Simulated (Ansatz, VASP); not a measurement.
# KAgCl2 in VASP and in Ansatz

```
K Ag Cl
1.0
     2.08376    1.20306    6.60513
    -2.08376    1.20306    6.60513
     0.00000   -2.40611    6.60513
K Ag Cl
1 1 2
Direct
  0.00000 0.00000 0.00000
  0.50000 0.50000 0.50000
  0.23827 0.23827 0.23827
  0.76173 0.76173 0.76173
```

Alike in both runs: task single point; functional PBE; k mesh 6 × 6 × 6; no spin polarisation.

```csv
,VASP,Ansatz
version,VASP 6.6.1,Ansatz 0.2.0
potentials or method,"VASP PAW PBE potentials, release 64 (K_sv, Ag, Cl)","plane waves, PAW"
plane-wave cutoff (eV),520,420
occupations,"gaussian, width 0.01 eV",fixed
valence electrons in the cell,34,42
```

|  | VASP | Ansatz | Ansatz less VASP |
| --- | --- | --- | --- |
| gap on the k mesh at the Fermi level (eV) | 2.60 | 2.61 | +0.005 |
| pressure (GPa) | 2.0 | 2.0 | +0.03 |
| traceless stress, the component that is largest in VASP (GPa) | -0.14 | -0.15 | -0.015 |
| rms of the force components (eV/Å) | 0.009 | 0.016 | +0.0065 |

Atom by atom the forces differ by 0.007 eV/Å (rms over components). VASP's potentials hold 34 valence electrons a cell and Ansatz's 42, so a difference there can come from the potentials and not from the codes.
